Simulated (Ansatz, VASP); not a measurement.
# BP in VASP and in Ansatz

```
B P
1.0
     2.26826    2.26826    0.00000
    -2.26826    2.26826    0.00000
     0.00000    2.26826    2.26826
B P
1 1
Cartesian
  0.0000 0.0000 0.0000
  1.1341 3.4024 1.1341
```

Alike in both runs: functional r2SCAN; k mesh 12 × 12 × 12; occupations fermi-dirac, width 0.1 eV; no spin polarisation.

Ansatz relaxed the structure, and its values are those at the end. VASP's run is a single point on that final structure, the one shown.

|  | VASP | Ansatz |
| --- | --- | --- |
| version | VASP 6.6.1 | Ansatz 0.2.0 |
| potentials or method | VASP PAW PBE potentials, release 64 (B, P) | PAW with Ansatz's default frozen-core files, scalar-relativistic |
| plane-wave cutoff (eV) | 520 | 500 |
| valence electrons in the cell | 8 | 8 |

|  | VASP | Ansatz | Ansatz less VASP |
| --- | --- | --- | --- |
| pressure (GPa) | -0.5 | 0.0 | +0.51 |

VASP's potentials were made for PBE, not for r2SCAN. The functional is the same, so the differences come from potentials, cutoffs and numerics.
